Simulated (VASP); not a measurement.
Wanted: the native input for a VASP 6.6.1 run.

```
Task                   : single point
Functional             : PBE
Potentials or basis    : VASP PAW PBE potentials, release 64 (Na_pv, Ge_d, I)
Cutoff                 : 520 eV
k mesh                 : 4 × 4 × 4
Occupations            : fermi-dirac, width 0.02 eV
Spin                   : no spin polarisation
Dipole correction      : no
Further INCAR settings : ALGO = Normal; EDIFF = 1e-07; NBANDS = 29
```

The structure of NaGeI3 lies in POSCAR:

```
NaGeI3
1.0
    5.5948119680      0.0000000000      0.0000000000
    0.0000000000      5.5948119680      0.0000000000
    0.0000000000      0.0000000000      5.5948119680
Na Ge I
1 1 3
Direct
    0.0000000000      0.0000000000      0.0000000000
    0.5000000000      0.5000000000      0.5000000000
    0.5000000000      0.5000000000      0.0000000000
    0.5000000000      0.0000000000      0.5000000000
    0.0000000000      0.5000000000      0.5000000000
```

This cell differs from its parent crystal: strain -5.0%.

One way to write it, as run:

INCAR

```
SYSTEM = NaGeI3
PREC     = Accurate       ! precision mode
ENCUT    = 520            ! plane-wave cutoff, eV
EDIFF    = 1E-7           ! SCF threshold, eV
ISMEAR   = -1             ! smearing method
SIGMA    = 0.02           ! smearing width, eV
LREAL    = .False.        ! projectors in reciprocal space
LASPH    = .True.         ! aspherical terms in the spheres
NELM     = 100            ! most SCF steps
ALGO     = Normal         ! electronic algorithm
ISIF     = 2              ! what is computed and relaxed
LWAVE    = .False.        ! write WAVECAR
LCHARG   = .True.         ! write CHGCAR
GGA      = PE             ! functional
LELF     = .True.         ! ELF
LVHAR    = .True.       
NBANDS   = 29             ! bands
```

KPOINTS

```
Automatic mesh
0
Gamma
  4 4 4
  0 0 0
```

Potentials or basis: VASP PAW PBE potentials, release 64 (Na_pv, Ge_d, I).

Run with:

```bash
$ cat potpaw_PBE.64/Na_pv/POTCAR potpaw_PBE.64/Ge_d/POTCAR potpaw_PBE.64/I/POTCAR > POTCAR
$ mpirun -np 1 vasp_std > vasp.out
```

Results of the run:

```
Pressure               : 4.5 GPa
Band gap on the k mesh : zero (filled and empty bands touch)
```

Caveat: the cell differs from its parent crystal (strain -5.0%); the cell stands under pressure; spin-orbit coupling is left out, which moves the levels of the heavy elements.

Wall time 41 s on 1 thread of Intel(R) Xeon(R) Platinum 8488C (Sapphire Rapids), on a shared host, peak memory 0.27 GiB.
